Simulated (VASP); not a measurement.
# B2Sb3Os (P-4m2) in VASP: further runs

Runs on B2Sb3Os. Level: PBE. Tasks: single point, relaxation of cell and atoms.

Everything below comes from runs of VASP 6.6.1. Logs are shortened: lines on timing, memory, paths and dates and some standing lists are left out, and cuts for length are marked.

## (1) The cell of the first run

Symmetry: P-4m2, No. 115, tetragonal system. The conventional cell has a = 3.703 Å, b = 3.703 Å, c = 8.124 Å, α = 90.00°, β = 90.00°, γ = 90.00°. Within 3.8 Å of B (site symmetry 2mm) lie 7 Sb at 2.78 to 2.92 Å and 2 Os at 2.83 Å and 4 B at 3.70 Å. Sb (site symmetry -4m2) has 4 Os at 2.62 Å and 4 B at 2.83 Å and 8 Sb at 3.58 to 3.70 Å within 3.8 Å. Within 3.8 Å of Sb (site symmetry 2mm) lie 5 B at 2.78 to 2.92 Å and 10 Sb at 3.29 to 3.70 Å and 2 Os at 3.58 Å. Os (site symmetry -4m2) has 8 Sb at 2.62 to 3.58 Å and 4 B at 2.83 Å and 4 Os at 3.70 Å within 3.8 Å.

The cell was generated, and may not be a known phase.

## (2) Single point, PBE

File INCAR:

```
PREC = Accurate
ENCUT = 520
EDIFF = 1E-6
ISMEAR = 0
SIGMA = 0.1
LREAL = False
LASPH = True
NELM = 80
ALGO = Normal
ISIF = 2
LWAVE = False
LCHARG = False
GGA = PE
NBANDS = 24
```

File KPOINTS:

```
Automatic mesh
0
Gamma
  6 6 2
```

File POSCAR:

```
B2Sb3Os
1.0
    3.7034584600      0.0000000000      0.0000000000
    0.0000000000      3.7034584600      0.0000000000
    0.0000000000      0.0000000000      8.1241725000
B Sb Os
2 3 1
Direct
    0.0000000000      0.5000000000      0.7372320300
    0.5000000000      0.0000000000      0.2627679700
    0.5000000000      0.5000000000      0.0000000000
    0.0000000000      0.5000000000      0.3774000100
    0.5000000000      0.0000000000      0.6225999900
    0.0000000000      0.0000000000      0.0000000000
```

Potentials or basis: VASP PAW PBE potentials, release 64 (B, Sb, Os).

Started as:

```
cat potpaw_PBE.64/B/POTCAR potpaw_PBE.64/Sb/POTCAR potpaw_PBE.64/Os/POTCAR > POTCAR
mpirun -np 1 vasp_std > vasp.out
```

OUTCAR:

```text
PREC = Accurate
   ENCUT = 520
   EDIFF = 1E-6
   ISMEAR = 0
   LREAL = False
   LASPH = True
   NELM = 80
   ISIF = 2
   GGA = PE

 ion  position               nearest neighbor table
   1  0.000  0.500  0.737-   5 2.78   5 2.78   5 2.78   5 2.78   3 2.83   3 2.83   4 2.92
   2  0.500  0.000  0.263-   4 2.78   4 2.78   4 2.78   4 2.78   3 2.83   3 2.83   5 2.92
   3  0.500  0.500  0.000-   6 2.62   6 2.62   6 2.62   6 2.62   2 2.83   1 2.83   1 2.83   2 2.83
                             5 3.58   4 3.58   5 3.58   4 3.58
   4  0.000  0.500  0.377-   2 2.78   2 2.78   2 2.78   2 2.78   1 2.92   5 3.29   5 3.29   5 3.29
                             5 3.29   3 3.58   6 3.58   6 3.58   3 3.58
   5  0.500  0.000  0.623-   1 2.78   1 2.78   1 2.78   1 2.78   2 2.92   4 3.29   4 3.29   4 3.29
                             4 3.29   3 3.58   6 3.58   6 3.58   3 3.58
   6  0.000  0.000  0.000-   3 2.62   3 2.62   3 2.62   3 2.62   4 3.58   5 3.58   5 3.58   4 3.58

  LATTYP: Found a simple tetragonal cell.
 ALAT       =     3.7034584600
 C/A-ratio  =     2.1936718307

  Lattice vectors:

 A1 = (   3.7034584600,   0.0000000000,   0.0000000000)
 A2 = (   0.0000000000,   3.7034584600,   0.0000000000)
 A3 = (   0.0000000000,   0.0000000000,   8.1241725000)

Analysis of symmetry for initial positions (statically):
=====================================================================
 Subroutine PRICEL returns:
 Original cell was already a primitive cell.

 Routine SETGRP: Setting up the symmetry group for a
 simple tetragonal supercell.

 Subroutine GETGRP returns: Found  8 space group operations
 (whereof  8 operations were pure point group operations)
 out of a pool of 16 trial point group operations.

The static configuration has the point symmetry D_2d.

Analysis of symmetry for dynamics (positions and initial velocities):
=====================================================================
 Subroutine PRICEL returns:
 Original cell was already a primitive cell.

 Routine SETGRP: Setting up the symmetry group for a
 simple tetragonal supercell.

 Subroutine GETGRP returns: Found  8 space group operations
 (whereof  8 operations were pure point group operations)
 out of a pool of 16 trial point group operations.

The dynamic configuration has the point symmetry D_2d.

 Subroutine INISYM returns: Found  8 space group operations
 (whereof  8 operations are pure point group operations),
 and found     1 'primitive' translations

----------------------------------------------------------------------------------------

                                     Primitive cell

  volume of cell :     111.4279

  direct lattice vectors                    reciprocal lattice vectors
     3.703458460  0.000000000  0.000000000     0.270017879  0.000000000  0.000000000
     0.000000000  3.703458460  0.000000000     0.000000000  0.270017879  0.000000000
     0.000000000  0.000000000  8.124172500     0.000000000  0.000000000  0.123089459

  length of vectors
     3.703458460  3.703458460  8.124172500     0.270017879  0.270017879  0.123089459

  position of ions in fractional coordinates (direct lattice)
     0.000000000  0.500000000  0.737232030
     0.500000000  0.000000000  0.262767970
     0.500000000  0.500000000  0.000000000
     0.000000000  0.500000000  0.377400010
     0.500000000  0.000000000  0.622599990
     0.000000000  0.000000000  0.000000000

  ion indices of the primitive-cell ions
   primitive index   ion index
                 1           1
                 2           2
                 3           3
                 4           4
                 5           5
                 6           6

----------------------------------------------------------------------------------------

 KPOINTS: Automatic mesh

Automatic generation of k-mesh.
 Grid dimensions read from file:
 generate k-points for:    6    6    2

 Generating k-lattice:

  Cartesian coordinates                     Fractional coordinates (reciprocal lattice)
     0.045002980  0.000000000  0.000000000     0.166666667  0.000000000  0.000000000
     0.000000000  0.045002980  0.000000000     0.000000000  0.166666667  0.000000000
     0.000000000  0.000000000  0.061544730     0.000000000  0.000000000  0.500000000

  Length of vectors
     0.045002980  0.045002980  0.061544730

  Shift w.r.t. Gamma in fractional coordinates (k-lattice)
     0.000000000  0.000000000  0.000000000

 Subroutine IBZKPT returns following result:
 ===========================================

 Found     20 irreducible k-points:

 Following reciprocal coordinates:
            Coordinates               Weight
  0.000000  0.000000  0.000000      1.000000
  0.166667  0.000000  0.000000      4.000000
  0.333333  0.000000  0.000000      4.000000
  0.500000  0.000000  0.000000      2.000000
  0.166667  0.166667  0.000000      4.000000
  0.333333  0.166667  0.000000      8.000000
[... 12 lines left out ...]
  0.500000  0.333333  0.500000      4.000000
  0.500000  0.500000  0.500000      1.000000
   k-points           NKPTS =     20   k-points in BZ     NKDIM =     20   number of bands    NBANDS=     24
   number of dos      NEDOS =    301   number of ions     NIONS =      6
   total plane-waves  NPLWV =  47040
   dimension x,y,z NGX =    28 NGY =   28 NGZ =   60
   dimension x,y,z NGXF=    56 NGYF=   56 NGZF=  120
   ions per type =               2   3   1
   NGX,Y,Z   is equivalent  to a cutoff of  12.57, 12.57, 12.28 a.u.
   NGXF,Y,Z  is equivalent  to a cutoff of  25.14, 25.14, 24.56 a.u.
 SYSTEM =  unknown system
   PREC   = accura    normal or accurate (medium, high low for compatibility)
   ISTART =      0    job   : 0-new  1-cont  2-samecut
   ICHARG =      2    charge: 1-file 2-atom 10-const
   ISPIN  =      1    spin polarized calculation?
   LNONCOLLINEAR =      F non collinear calculations
   LSORBIT =      F    spin-orbit coupling
   LASPH  =      T    aspherical Exc in radial PAW
   ENCUT  =  520.0 eV  38.22 Ry    6.18 a.u.   6.89  6.89 15.11*2*pi/ulx,y,z
   NELM   =     80;   NELMIN=  2; NELMDL= -5     # of ELM steps
   EDIFF  = 0.1E-05   stopping-criterion for ELM
   LREAL  =      F    real-space projection
[... 7 lines left out ...]
   TEBEG  =    0.0;   TEEND  =   0.0 temperature during run
   PSTRESS=    0.0 pullay stress
   NELECT =      29.0000    total number of electrons
   NUPDOWN=      -1.0000    fix difference up-down
   EMIN   =  10.00;   EMAX   =-10.00  energy-range for DOS
   EFERMI =   0.00;   METHOD = LEGACY
   ISMEAR =     0;   SIGMA  =   0.10  broadening in eV -4-tet -1-fermi 0-gaus
   EFERMI_NEDOS =   21; number of points for ismear=-14 and -15
   IALGO  =     38    algorithm
   IMIX   =      4    mixing-type and parameters
     AMIX     =   0.40;   BMIX     =  1.00
     AMIX_MAG =   1.60;   BMIX_MAG =  1.00
  volume/ion in A,a.u.               =      18.57       125.33
  Fermi-wavevector in a.u.,A,eV,Ry     =   1.045224  1.975187 14.864279  1.092494
  Thomas-Fermi vector in A             =   2.180011
   LORBIT       =      0    0 simple, 1 ext, 2 COOP (PROOUT), +10 PAW based schemes
   GGA     = PE    functional components
   LHFCALC =     F    Hartree Fock is set to
   AEXX    =    0.0000 exact exchange contribution
   IVDW    =     0    specifies the selected vdW correction
   LEPSILON=     F    determine dielectric tensor
   LRPA    =     F    only Hartree local field effects (RPA)
 non-spin polarized calculation
 Gauss-broadening in eV      SIGMA  =   0.10
  energy-cutoff  :      520.00
  volume of cell :      111.43
 maximum number of plane-waves:      3024
 NGX is ok and might be reduce to    28
   NGX = 13   NGY = 13   NGZ = 31

 number of electron      29.0000004 magnetization

 Free energy of the ion-electron system (eV)
  ---------------------------------------------------
  ext. energy  EPLUGINS =         0.00000000
  ---------------------------------------------------
  free energy    TOTEN  =       -29.10846166 eV

  energy without entropy =      -29.08644535  energy(sigma->0) =      -29.09745351

 E-fermi :   8.2060     XC(G=0): -10.9711

 val. band max:        8.1736818130   @ k =   0.1667   0.1667   0.0000
 cond. band min:       8.2170552471   @ k =   0.3333   0.3333   0.0000
 fundamental gap:      0.0433734341
 Fermi energy:         8.2059910793

 k-point     1 :       0.0000    0.0000    0.0000
  band No.  band energies     occupation
      1      -4.9661      2.00000
      2      -3.4139      2.00000
      3      -2.1258      2.00000
      4       3.2329      2.00000
      5       3.4799      2.00000
      6       5.0578      2.00000
[... 16 lines left out ...]
     23      12.8131      0.00000
     24      12.8131      0.00000

 k-point     2 :       0.1667    0.0000    0.0000
  band No.  band energies     occupation
      1      -4.6562      2.00000
      2      -3.1003      2.00000
      3      -1.8824      2.00000
      4       2.2762      2.00000
      5       3.5832      2.00000
      6       4.3770      2.00000
[... 16 lines left out ...]
     23      12.8748      0.00000
     24      13.0429      0.00000

 k-point     3 :       0.3333    0.0000    0.0000
  band No.  band energies     occupation
      1      -3.7609      2.00000
      2      -2.2512      2.00000
      3      -1.3084      2.00000
      4       0.3891      2.00000
      5       2.1832      2.00000
      6       2.6281      2.00000
[... 16 lines left out ...]
     23      12.7907      0.00000
     24      12.8799      0.00000
[... 406 lines left out ...]
 k-point    19 :       0.5000    0.3333    0.5000
  band No.  band energies     occupation
      1      -2.1349      2.00000
      2      -0.9965      2.00000
      3      -0.9790      2.00000
      4       1.0229      2.00000
      5       1.7057      2.00000
      6       3.5063      2.00000
[... 16 lines left out ...]
     23      12.4116      0.00000
     24      13.4458      0.00000

 k-point    20 :       0.5000    0.5000    0.5000
  band No.  band energies     occupation
      1      -2.0465      2.00000
      2      -0.4290      2.00000
      3      -0.4290      2.00000
      4       1.7763      2.00000
      5       1.7763      2.00000
      6       2.3351      2.00000
[... 16 lines left out ...]
     23      12.4106      0.00000
     24      13.5429      0.00000

------------------------ aborting loop because EDIFF is reached ----------------------------------------

  FORCE on cell =-STRESS in cart. coord.  units (eV):
  Direction    XX          YY          ZZ          XY          YZ          ZX
  --------------------------------------------------------------------------------------
  -------------------------------------------------------------------------------------
  Total       -0.9216726     -0.9216726     -6.7484462      0.0000000      0.0000000      0.0000000
  in kB      -13.2523576    -13.2523576    -97.0331843      0.0000000      0.0000000      0.0000000
  external PRESSURE =     -41.1792998 kB  Pullay stress =       0.0000000 kB

 VOLUME and BASIS-vectors are now :
 -----------------------------------------------------------------------------
  energy-cutoff  :      520.00
  volume of cell :      111.43
      direct lattice vectors                 reciprocal lattice vectors
     3.703458460  0.000000000  0.000000000     0.270017879  0.000000000  0.000000000
     0.000000000  3.703458460  0.000000000     0.000000000  0.270017879  0.000000000
     0.000000000  0.000000000  8.124172500     0.000000000  0.000000000  0.123089459

 POSITION                                       TOTAL-FORCE (eV/Angst)
 -----------------------------------------------------------------------------------
      0.00000      1.85173      5.98940         0.000000     -0.000000      0.598243
      1.85173      0.00000      2.13477         0.000000      0.000000     -0.598243
      1.85173      1.85173      0.00000        -0.000000      0.000000      0.000000
      0.00000      1.85173      3.06606         0.000000      0.000000     -0.997458
      1.85173      0.00000      5.05811         0.000000      0.000000      0.997458
      0.00000      0.00000      0.00000         0.000000      0.000000      0.000000
 -----------------------------------------------------------------------------------
    total drift:                               -0.000000     -0.000000      0.000000

  FREE ENERGIE OF THE ION-ELECTRON SYSTEM (eV)
  ---------------------------------------------------
  free  energy   TOTEN  =       -29.1084616624 eV

  energy  without entropy=      -29.0864453508  energy(sigma->0) =      -29.09745351
```

Run time: 71 s. Hardware: 1 thread of Oxide Virtual Turin-like, shared host; peak memory 0.2 GiB.

Results:

```yaml
Free_energy: -29.1085 eV
Pressure: -4.1 GPa
Largest_force: 0.997 eV/Å
Band_gap_on_the_k_mesh: zero (an odd number of electrons rules out a gap without spin polarisation)
```

Forces on the atoms (eV/Å):
```
B    0.000  0.000  0.598
B    0.000  0.000 -0.598
Sb   0.000  0.000  0.000
Sb   0.000  0.000 -0.997
Sb   0.000  0.000  0.997
Os   0.000  0.000  0.000
```

Stress tensor (GPa, compression positive):
```
-1.33  0.00  0.00
 0.00 -1.33  0.00
 0.00  0.00 -9.70
```

Caveat: the k points lie up to 0.39 Å⁻¹ apart, too coarse for converged energies and pressures of a metal; spin-orbit coupling is left out, which moves the levels of the heavy elements; an odd number of electrons without spin polarisation forces a metal; a magnetic or distorted state may lie lower.

## (3) Single point, PBE

This run uses another cell than the first one, of 20.58 Å³/atom.

File INCAR:

```
SYSTEM = B2Sb3Os
PREC = Accurate
ENCUT = 520
EDIFF = 1E-7
ISMEAR = 0
SIGMA = 0.1
LREAL = .False.
LASPH = .True.
NELM = 100
ALGO = Normal
ISIF = 2
LWAVE = .False.
LCHARG = .False.
GGA = PE
NBANDS = 24
```

File KPOINTS:

```
Automatic mesh
0
Gamma
  6 6 2
  0 0 0
```

File POSCAR:

```
B2Sb3Os
1.0
    4.0433966968      0.0000000000      0.0000000000
    0.0000000000      4.0433966968      0.0000000000
    0.0000000000      0.0000000000      7.5533627864
B Sb Os
2 3 1
Direct
    0.0000000000      0.5000000000      0.8520357950
    0.5000000000      0.0000000000      0.1479642050
    0.5000000000      0.5000000000      0.0000000000
    0.0000000000      0.5000000000      0.5529453168
    0.5000000000      0.0000000000      0.4470546832
    0.0000000000      0.0000000000      0.0000000000
```

Potentials or basis: VASP PAW PBE potentials, release 64 (B, Sb, Os).

Started as:

```
cat potpaw_PBE.64/B/POTCAR potpaw_PBE.64/Sb/POTCAR potpaw_PBE.64/Os/POTCAR > POTCAR
mpirun -np 1 vasp_std > vasp.out
```

Run time: 96 s. Hardware: 1 thread of Oxide Virtual Turin-like, shared host; peak memory 0.21 GiB.

It converged, with:

```yaml
Free_energy: -32.6445 eV
Pressure: 0.4 GPa
Largest_force: 0.040 eV/Å
Band_gap_on_the_k_mesh: zero (an odd number of electrons rules out a gap without spin polarisation)
```

Forces in eV/Å, atoms in the order of the input:
```
B    0.000  0.000  0.005
B    0.000  0.000 -0.005
Sb   0.000  0.000  0.000
Sb   0.000  0.000 -0.040
Sb   0.000  0.000  0.040
Os   0.000  0.000  0.000
```

Levels at points of the mesh, in eV from the Fermi level:
```tsv
k point	band 12	band 13	band 14	band 15	band 16	band 17	band 18	band 19
(0.00, 0.00, 0.00)	-2.32	-2.12	-0.80	-0.65	-0.34	2.72	2.72	3.14
(0.50, 0.00, 0.00)	-0.37	-0.27	-0.10	0.25	1.21	1.22	1.35	2.08
(0.50, 0.50, 0.00)	-3.00	-1.40	-1.40	-1.07	-0.06	0.05	3.58	4.16
(0.00, 0.00, 0.50)	-2.13	-2.12	-0.80	-0.67	-0.34	2.38	2.86	3.41
(0.50, 0.00, 0.50)	-0.45	-0.22	-0.14	0.05	0.31	1.39	1.95	1.99
(0.50, 0.50, 0.50)	-2.77	-2.02	-2.02	-1.33	-0.22	1.20	1.78	3.59
```

Caveat: the k points lie up to 0.42 Å⁻¹ apart, too coarse for converged energies and pressures of a metal; spin-orbit coupling is left out, which moves the levels of the heavy elements; an odd number of electrons without spin polarisation forces a metal; a magnetic or distorted state may lie lower.

(Part 1 of 2 ends here.)

The gap in the log of VASP goes by the Fermi energy; the results here count the filled bands.